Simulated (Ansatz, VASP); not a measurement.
**Sr in VASP and in Ansatz**

File INCAR:

```
SYSTEM = Sr
AGGAC = 1.0
AGGAX = 1.0
ALDAC = 0.0
ALDAX = 1.0
ALGO = Normal
EDIFF = 1E-6
ENCUT = 520
GGA = B5
ISIF = 2
ISMEAR = -1
LASPH = .TRUE.
LCHARG = .TRUE.
LELF = .TRUE.
LREAL = .FALSE.
LVHAR = .TRUE.
LWAVE = .FALSE.
NBANDS = 11
NELM = 100
PREC = Accurate
SIGMA = 0.1
```

Contents of KPOINTS:

```
k-points
0
G
  15 15 15
  0 0 0
```

POSCAR

```
Sr
1.0
    0.0000000000      3.0012321217      3.0012321217
    3.0012321217      0.0000000000      3.0012321217
    3.0012321217      3.0012321217      0.0000000000
Sr
1
Direct
    0.0000000000      0.0000000000      0.0000000000
```

Input for Ansatz:

```yaml
crystal:
  lattice:
    - [0.0, 3.0012321217, 3.0012321217]
    - [3.0012321217, 0.0, 3.0012321217]
    - [3.0012321217, 3.0012321217, 0.0]
  atoms:
    - { symbol: Sr, position: [0.0, 0.0, 0.0] }
hamiltonian:
  xc: blyp
  pseudopotentials:
    kind: paw
    azcp:
      Sr: "pseudopotentials/Sr.paw.azcp"
basis:
  ecutwfc: 420
  fft_grid_basis: typed
kpoints:
  mp_grid: { grid: [15, 15, 15], shift: [0, 0, 0] }
magnetization:
  spin_polarized: false
scf:
  occupations: { method: fermi_dirac, width: 0.1 }
output:
  stress: true
```

Alike in both runs: task single point; functional BLYP; k mesh 15 × 15 × 15; occupations fermi-dirac, width 0.1 eV; no spin polarisation.

```csv
,VASP,Ansatz
version,VASP 6.6.1,Ansatz 0.2.0
potentials or method,"VASP PAW PBE potentials, release 64 (Sr_sv), cutoff 520 eV","plane waves (420 eV) with PAW, scalar-relativistic"
valence electrons in the cell,10,10
```

```tsv
	VASP	Ansatz	Ansatz less VASP
pressure (GPa)	0.5	0.5	0.00
```

VASP's potentials were made for PBE, not for BLYP.
